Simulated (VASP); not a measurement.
Wanted: the native input for a VASP 6.6.1 run.

- Task: relaxation of cell and atoms
- Functional: PBEsol
- Potentials or basis: VASP PAW PBE potentials, release 64 (Tl_d)
- Cutoff: 600 eV
- k mesh: 11 × 11 × 6
- Occupations: fermi-dirac, width 0.05 eV
- Spin: no spin polarisation
- Dipole correction: no
- Further INCAR settings: ALGO = Normal; EDIFF = 1e-06; IBRION = 2; EDIFFG = -0.005; NSW = 100; ISIF = 3

The structure of Tl lies in POSCAR:

```
Tl
1.0
    3.5014788996      0.0000000000      0.0000000000
   -1.7507394498      3.0323696779      0.0000000000
    0.0000000000      0.0000000000      5.5977057061
Tl
2
Direct
    0.3333333333      0.6666666667      0.2500000000
    0.6666666667      0.3333333333      0.7500000000
```

One way to write it, as run:

INCAR

```
SYSTEM = Tl
PREC = Accurate ; ENCUT = 600
EDIFF = 1E-6 ; ISMEAR = -1
SIGMA = 0.05 ; LREAL = .FALSE.
LASPH = .TRUE. ; NELM = 100
ALGO = Normal ; ISIF = 3
LWAVE = .FALSE. ; LCHARG = .FALSE.
GGA = PS ; IBRION = 2
NSW = 100 ; EDIFFG = -0.005
```

KPOINTS

```
Automatic mesh
0
G
  11 11 6
  0 0 0
```

Potentials or basis: VASP PAW PBE potentials, release 64 (Tl_d).

Run with:

```bash
$ cat potpaw_PBE.64/Tl_d/POTCAR > POTCAR
$ mpirun -np 1 vasp_std > vasp.out
```

Results of the run:

* Relaxed volume: 28.58 Å³/atom
* Relaxed cell: a = 3.453 Å, b = 3.453 Å, c = 5.535 Å, α = 90.00°, β = 90.00°, γ = 120.00°
* Space group after relaxing (to 0.05 Å): P6_3/mmc (No. 194)
* Energy gained by relaxing: 4.7 meV/atom
* Ionic steps: 6
* Pressure after relaxing: 0.0 GPa
* Band gap on the k mesh: zero (band 13 reaches 9.86 eV, above the bottom of band 14 at 4.23 eV)

Caveat: the PAW data sets were made with another functional, which shifts forces and pressure a little; spin-orbit coupling is left out, which moves the levels of the heavy elements.

Wall time 3.2 min on 1 thread of Intel(R) Xeon(R) Platinum 8259CL CPU @ 2.50GHz (Skylake/Cascade Lake), with other jobs on the host, peak memory 0.24 GiB.
